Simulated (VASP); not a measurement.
# ZnO (P6_3/mmc) in VASP: further runs

Aim: see how the results for ZnO move with the level of theory and the settings. Levels: PBEsol, r2SCAN. Tasks: single point.

All numbers are computed with VASP 6.6.1; they aren't measurements. Logs are shortened: lines on timing, memory, paths and dates and some standing lists are left out, and cuts for length are marked.

## 1. The cell of the first run

Symmetry: P6_3/mmc, No. 194, hexagonal system. The conventional cell has a = 3.149 Å, b = 3.149 Å, c = 7.256 Å, α = 90.00°, β = 90.00°, γ = 120.00°. Within 2.4 Å of Zn (site symmetry -6m2) lie 3 O at 1.82 Å. O (site symmetry -6m2) has 3 Zn at 1.82 Å within 2.4 Å.

## 2. Single point, PBEsol (strained)

Contents of INCAR:

```
SYSTEM = ZnO
PREC     = Accurate       ! precision mode
ENCUT    = 520            ! plane-wave cutoff, eV
EDIFF    = 1E-6           ! SCF threshold, eV
ISMEAR   = 0              ! smearing method
SIGMA    = 0.02           ! smearing width, eV
LREAL    = .False.        ! projectors in reciprocal space
LASPH    = .True.         ! aspherical terms in the spheres
NELM     = 100            ! most SCF steps
ALGO     = Normal         ! electronic algorithm
ISIF     = 2              ! what is computed and relaxed
LWAVE    = .False.        ! write WAVECAR
LCHARG   = .False.        ! write CHGCAR
GGA      = PS             ! functional
NBANDS   = 26             ! bands
```

Contents of KPOINTS:

```
regular mesh
0
Gamma
  9 9 4
  0 0 0
```

Contents of POSCAR:

```
ZnO
1.0
    3.1486231105      0.0000000000      0.0000000000
   -1.5743115552      2.7267876006      0.0000000000
    0.0000000000      0.0000000000      7.2560797266
Zn O
2 2
Direct
    0.0000000000      0.0000000000      0.7500000000
    0.0000000000      0.0000000000      0.2500000000
    0.3333333300      0.6666666700      0.2500000000
    0.6666666700      0.3333333300      0.7500000000
```

Potentials or basis: VASP PAW PBE potentials, release 64 (Zn, O).

Command:

```sh
$ cat potpaw_PBE.64/Zn/POTCAR potpaw_PBE.64/O/POTCAR > POTCAR
$ mpirun -np 1 vasp_std > vasp.out
```

OUTCAR:

```text
SYSTEM = ZnO
   PREC = Accurate
   ENCUT = 520
   EDIFF = 1E-6
   ISMEAR = 0
   LREAL = .False.
   LASPH = .True.
   NELM = 100
   ISIF = 2
   GGA = PS

 ion  position               nearest neighbor table
   1  0.000  0.000  0.750-   4 1.82   4 1.82   4 1.82
   2  0.000  0.000  0.250-   3 1.82   3 1.82   3 1.82
   3  0.333  0.667  0.250-   2 1.82   2 1.82   2 1.82
   4  0.667  0.333  0.750-   1 1.82   1 1.82   1 1.82

  LATTYP: Found a hexagonal cell.
 ALAT       =     3.1486231105
 C/A-ratio  =     2.3045246992

  Lattice vectors:

 A1 = (   3.1486231105,   0.0000000000,   0.0000000000)
 A2 = (  -1.5743115552,   2.7267876006,   0.0000000000)
 A3 = (   0.0000000000,   0.0000000000,   7.2560797266)

Analysis of symmetry for initial positions (statically):
=====================================================================
 Subroutine PRICEL returns:
 Original cell was already a primitive cell.

 Routine SETGRP: Setting up the symmetry group for a
 hexagonal supercell.

 Subroutine GETGRP returns: Found 24 space group operations
 (whereof 12 operations were pure point group operations)
 out of a pool of 24 trial point group operations.

The static configuration has the point symmetry D_3d.
 The point group associated with its full space group is D_6h.

Analysis of symmetry for dynamics (positions and initial velocities):
=====================================================================
 Subroutine PRICEL returns:
 Original cell was already a primitive cell.

 Routine SETGRP: Setting up the symmetry group for a
 hexagonal supercell.

 Subroutine GETGRP returns: Found 24 space group operations
 (whereof 12 operations were pure point group operations)
 out of a pool of 24 trial point group operations.

The dynamic configuration has the point symmetry D_3d.
 The point group associated with its full space group is D_6h.

 Subroutine INISYM returns: Found 24 space group operations
 (whereof 12 operations are pure point group operations),
 and found     1 'primitive' translations

----------------------------------------------------------------------------------------

                                     Primitive cell

  volume of cell :      62.2980

  direct lattice vectors                    reciprocal lattice vectors
     3.148623110  0.000000000  0.000000000     0.317599143  0.183365950  0.000000000
    -1.574311555  2.726787601  0.000000000     0.000000000  0.366731901  0.000000000
     0.000000000  0.000000000  7.256079727     0.000000000  0.000000000  0.137815465

  length of vectors
     3.148623110  3.148623110  7.256079727     0.366731901  0.366731901  0.137815465

  position of ions in fractional coordinates (direct lattice)
     0.000000000  0.000000000  0.750000000
     0.000000000  0.000000000  0.250000000
     0.333333330  0.666666670  0.250000000
     0.666666670  0.333333330  0.750000000

  ion indices of the primitive-cell ions
   primitive index   ion index
                 1           1
                 2           2
                 3           3
                 4           4

----------------------------------------------------------------------------------------

 KPOINTS: regular mesh

Automatic generation of k-mesh.
 Grid dimensions read from file:
 generate k-points for:    9    9    4

 Generating k-lattice:

  Cartesian coordinates                     Fractional coordinates (reciprocal lattice)
     0.035288794  0.020373994  0.000000000     0.111111111 -0.000000000  0.000000000
     0.000000000  0.040747989  0.000000000     0.000000000  0.111111111  0.000000000
     0.000000000  0.000000000  0.034453866     0.000000000  0.000000000  0.250000000

  Length of vectors
     0.040747989  0.040747989  0.034453866

  Shift w.r.t. Gamma in fractional coordinates (k-lattice)
     0.000000000  0.000000000  0.000000000

 Subroutine IBZKPT returns following result:
 ===========================================

 Found     36 irreducible k-points:

 Following reciprocal coordinates:
            Coordinates               Weight
  0.000000  0.000000  0.000000      1.000000
  0.111111 -0.000000  0.000000      6.000000
  0.222222  0.000000  0.000000      6.000000
  0.333333  0.000000  0.000000      6.000000
  0.444444  0.000000  0.000000      6.000000
  0.111111  0.111111  0.000000      6.000000
[... 16 lines left out ...]
  0.333333  0.222222  0.250000     24.000000
  0.333333  0.333333  0.250000      4.000000
 [... further k-points ...]
   k-points           NKPTS =     36   k-points in BZ     NKDIM =     36   number of bands    NBANDS=     26
   number of dos      NEDOS =    301   number of ions     NIONS =      4
   total plane-waves  NPLWV =  31104
   dimension x,y,z NGX =    24 NGY =   24 NGZ =   54
   dimension x,y,z NGXF=    48 NGYF=   48 NGZF=  108
   ions per type =               2   2
   NGX,Y,Z   is equivalent  to a cutoff of  12.67, 12.67, 12.37 a.u.
   NGXF,Y,Z  is equivalent  to a cutoff of  25.34, 25.34, 24.74 a.u.
 SYSTEM =  ZnO
   PREC   = accura    normal or accurate (medium, high low for compatibility)
   ISTART =      0    job   : 0-new  1-cont  2-samecut
   ICHARG =      2    charge: 1-file 2-atom 10-const
   ISPIN  =      1    spin polarized calculation?
   LNONCOLLINEAR =      F non collinear calculations
   LSORBIT =      F    spin-orbit coupling
   LASPH  =      T    aspherical Exc in radial PAW
   ENCUT  =  520.0 eV  38.22 Ry    6.18 a.u.   5.85  5.85 13.49*2*pi/ulx,y,z
   NELM   =    100;   NELMIN=  2; NELMDL= -5     # of ELM steps
   EDIFF  = 0.1E-05   stopping-criterion for ELM
   LREAL  =      F    real-space projection
   EDIFFG = 0.1E-04   stopping-criterion for IOM
   NSW    =      0    number of steps for IOM
   IBRION =     -1    ionic relax: 0-MD 1-quasi-New 2-CG
   NFREE  =      0    steps in history (QN), initial steepest desc. (CG)
   ISIF   =      2    stress and relaxation
   ISYM   =      2    0-nonsym 1-usesym 2-fastsym
   POTIM  = 0.5000    time-step for ionic-motion
   TEBEG  =    0.0;   TEEND  =   0.0 temperature during run
   PSTRESS=    0.0 pullay stress
   NELECT =      36.0000    total number of electrons
   NUPDOWN=      -1.0000    fix difference up-down
   EMIN   =  10.00;   EMAX   =-10.00  energy-range for DOS
   EFERMI =   0.00;   METHOD = LEGACY
   ISMEAR =     0;   SIGMA  =   0.02  broadening in eV -4-tet -1-fermi 0-gaus
   EFERMI_NEDOS =   21; number of points for ismear=-14 and -15
   IALGO  =     38    algorithm
   IMIX   =      4    mixing-type and parameters
     AMIX     =   0.40;   BMIX     =  1.00
     AMIX_MAG =   1.60;   BMIX_MAG =  1.00
  volume/ion in A,a.u.               =      15.57       105.10
  Fermi-wavevector in a.u.,A,eV,Ry     =   1.363592  2.576814 25.298429  1.859382
  Thomas-Fermi vector in A             =   2.489981
   LORBIT       =      0    0 simple, 1 ext, 2 COOP (PROOUT), +10 PAW based schemes
   GGA     = PS    functional components
   LHFCALC =     F    Hartree Fock is set to
   AEXX    =    0.0000 exact exchange contribution
   IVDW    =     0    specifies the selected vdW correction
   LEPSILON=     F    determine dielectric tensor
   LRPA    =     F    only Hartree local field effects (RPA)
 non-spin polarized calculation
 Gauss-broadening in eV      SIGMA  =   0.02
  energy-cutoff  :      520.00
  volume of cell :       62.30
 maximum number of plane-waves:      1694
 NGX is ok and might be reduce to    24
   NGX = 11   NGY = 11   NGZ = 27

 number of electron      35.9999969 magnetization

 Free energy of the ion-electron system (eV)
  ---------------------------------------------------
  ext. energy  EPLUGINS =         0.00000000
  ---------------------------------------------------
  free energy    TOTEN  =       -18.11378292 eV

  energy without entropy =      -18.11378292  energy(sigma->0) =      -18.11378292

 E-fermi :   0.0546     XC(G=0):  -9.4082

 val. band max:       -0.1140215455   @ k =   0.0000   0.0000   0.0000
 cond. band min:       0.6619336807   @ k =   0.0000   0.0000   0.0000
 fundamental gap:      0.7759552261
 Fermi energy:         0.0546275439

 k-point     1 :       0.0000    0.0000    0.0000
  band No.  band energies     occupation
      1     -18.5711      2.00000
      2     -18.4975      2.00000
      3      -7.0871      2.00000
      4      -7.0871      2.00000
      5      -7.0759      2.00000
      6      -7.0759      2.00000
[... 18 lines left out ...]
     25      13.3640      0.00000
     26      14.0366      0.00000

 k-point     2 :       0.1111   -0.0000    0.0000
  band No.  band energies     occupation
      1     -18.4984      2.00000
      2     -18.4286      2.00000
      3      -7.1232      2.00000
      4      -7.1159      2.00000
      5      -6.9871      2.00000
      6      -6.9755      2.00000
[... 18 lines left out ...]
     25      13.0214      0.00000
     26      13.6276      0.00000

 k-point     3 :       0.2222    0.0000    0.0000
  band No.  band energies     occupation
      1     -18.3091      2.00000
      2     -18.2510      2.00000
      3      -7.1712      2.00000
      4      -7.1671      2.00000
      5      -6.7064      2.00000
      6      -6.6941      2.00000
[... 18 lines left out ...]
     25      11.7490      0.00000
     26      13.5452      0.00000

 k-point     4 :       0.3333    0.0000    0.0000
  band No.  band energies     occupation
      1     -18.0840      2.00000
      2     -18.0440      2.00000
      3      -7.1191      2.00000
      4      -7.1108      2.00000
      5      -6.3177      2.00000
      6      -6.3057      2.00000
[... 18 lines left out ...]
     25      11.8006      0.00000
     26      12.6130      0.00000

 k-point     5 :       0.4444    0.0000    0.0000
  band No.  band energies     occupation
      1     -17.9285      2.00000
      2     -17.9080      2.00000
      3      -6.9697      2.00000
      4      -6.9652      2.00000
      5      -6.0203      2.00000
      6      -5.9955      2.00000
[... 18 lines left out ...]
     25      11.2408      0.00000
     26      13.4597      0.00000

 k-point     6 :       0.1111    0.1111    0.0000
  band No.  band energies     occupation
      1     -18.3673      2.00000
      2     -18.3052      2.00000
      3      -7.1609      2.00000
      4      -7.1597      2.00000
      5      -6.7950      2.00000
      6      -6.7844      2.00000
[... 427 lines left out ...]
 k-point    21 :       0.4444    0.1111    0.2500
  band No.  band energies     occupation
      1     -17.8863      2.00000
      2     -17.8760      2.00000
      3      -6.8581      2.00000
      4      -6.8571      2.00000
      5      -5.9916      2.00000
      6      -5.8874      2.00000
[... 18 lines left out ...]
     25      10.9911      0.00000
     26      11.9814      0.00000

 k-point    22 :       0.2222    0.2222    0.2500
  band No.  band energies     occupation
      1     -17.9805      2.00000
      2     -17.9587      2.00000
      3      -6.9779      2.00000
      4      -6.9671      2.00000
      5      -6.0722      2.00000
      6      -6.0665      2.00000
[... 18 lines left out ...]
     25      10.7434      0.00000
     26      12.0748      0.00000

 k-point    23 :       0.3333    0.2222    0.2500
  band No.  band energies     occupation
      1     -17.8642      2.00000
      2     -17.8546      2.00000
      3      -6.7281      2.00000
      4      -6.7193      2.00000
      5      -5.9507      2.00000
      6      -5.8779      2.00000
[... 18 lines left out ...]
     25      10.0553      0.00000
     26      10.8300      0.00000

 k-point    24 :       0.3333    0.3333    0.2500
  band No.  band energies     occupation
      1     -17.8222      2.00000
      2     -17.8222      2.00000
      3      -6.5633      2.00000
      4      -6.5521      2.00000
      5      -5.9137      2.00000
      6      -5.9137      2.00000
[... 18 lines left out ...]
     25       9.4336      0.00000
     26       9.9652      0.00000

 [... further k-points ...]
[... 5 lines left out ...]
  --------------------------------------------------------------------------------------
  -------------------------------------------------------------------------------------
  Total        6.0194919      6.0194919     -0.3211953      0.0000000      0.0000000      0.0000000
  in kB      154.8090623    154.8090623     -8.2604877      0.0000000      0.0000000      0.0000000
  external PRESSURE =     100.4525456 kB  Pullay stress =       0.0000000 kB

 VOLUME and BASIS-vectors are now :
 -----------------------------------------------------------------------------
  energy-cutoff  :      520.00
  volume of cell :       62.30
      direct lattice vectors                 reciprocal lattice vectors
     3.148623110  0.000000000  0.000000000     0.317599143  0.183365950  0.000000000
    -1.574311555  2.726787601  0.000000000     0.000000000  0.366731901  0.000000000
     0.000000000  0.000000000  7.256079727     0.000000000  0.000000000  0.137815465

 POSITION                                       TOTAL-FORCE (eV/Angst)
 -----------------------------------------------------------------------------------
      0.00000      0.00000      5.44206        -0.000000      0.000000     -0.000000
      0.00000      0.00000      1.81402        -0.000000      0.000000      0.000000
     -0.00000      1.81786      1.81402         0.000000      0.000000     -0.000000
      1.57431      0.90893      5.44206         0.000000     -0.000000     -0.000000
 -----------------------------------------------------------------------------------
    total drift:                                0.000000      0.000000      0.000000

  FREE ENERGIE OF THE ION-ELECTRON SYSTEM (eV)
  ---------------------------------------------------
  free  energy   TOTEN  =       -18.1137829239 eV

  energy  without entropy=      -18.1137829239  energy(sigma->0) =      -18.11378292
```

Wall time 32 s (1 thread of Intel Xeon Platinum 8488C (Sapphire Rapids), shared host); peak memory 0.2 GiB.

Results:

| Property | Result |
| --- | --- |
| Free energy | -18.1138 eV |
| Pressure | 10.0 GPa |
| Band gap on the k mesh | 0.78 eV, direct |

Caveat: the cell differs from its parent crystal (strained); the PAW data sets were made with another functional, which shifts forces and pressure a little. A k mesh can miss the band edges.

[end of part 1 of 2]
